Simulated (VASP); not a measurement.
A run of VASP 6.6.1 is set up as follows.

The input INCAR:

```
SYSTEM = TaAs
ALGO = Normal
EDIFF = 1E-6
ENCUT = 520
GGA = PS
ISIF = 2
ISMEAR = 0
LASPH = .True.
LCHARG = .False.
LREAL = .False.
LWAVE = .False.
NBANDS = 24
NELM = 80
PREC = Accurate
SIGMA = 0.1
```

File KPOINTS:

```
k-points
0
Gamma
  18 18 18
  0 0 0
```

Contents of POSCAR:

```
TaAs
1.0
   -1.6574064594      1.6574064594      5.4523936368
    1.6574064594     -1.6574064594      5.4523936368
    1.6574064594      1.6574064594     -5.4523936368
Ta As
2 2
Direct
    0.5014812967      1.0014812967      0.5000000000
    0.7514812967      0.7514812967      0.0000000000
    0.0811181233      0.5811181233      0.5000000000
    0.3311181233      0.3311181233      0.0000000000
```

Potentials or basis: VASP PAW PBE potentials, release 64 (Ta_pv, As).

Run with:

```bash
$ cat potpaw_PBE.64/Ta_pv/POTCAR potpaw_PBE.64/As/POTCAR > POTCAR
$ mpirun -np 1 vasp_std > vasp.out
```

Problem. Predict the pressure.

Solution. 32.9 GPa.

Problem. What does it give for the largest force?

Solution. 0.013 eV/Å.

Problem. What does it give for the band gap on the k mesh?

Solution. Zero (band 16 reaches 8.37 eV, above the bottom of band 17 at 8.32 eV).

Stress tensor (GPa, compression positive):
```
33.03  0.00  0.00
 0.00 33.03  0.00
 0.00  0.00 32.75
```

Caveat: the PAW data sets were made with another functional, which shifts forces and pressure a little; spin-orbit coupling is left out, which moves the levels of the heavy elements.
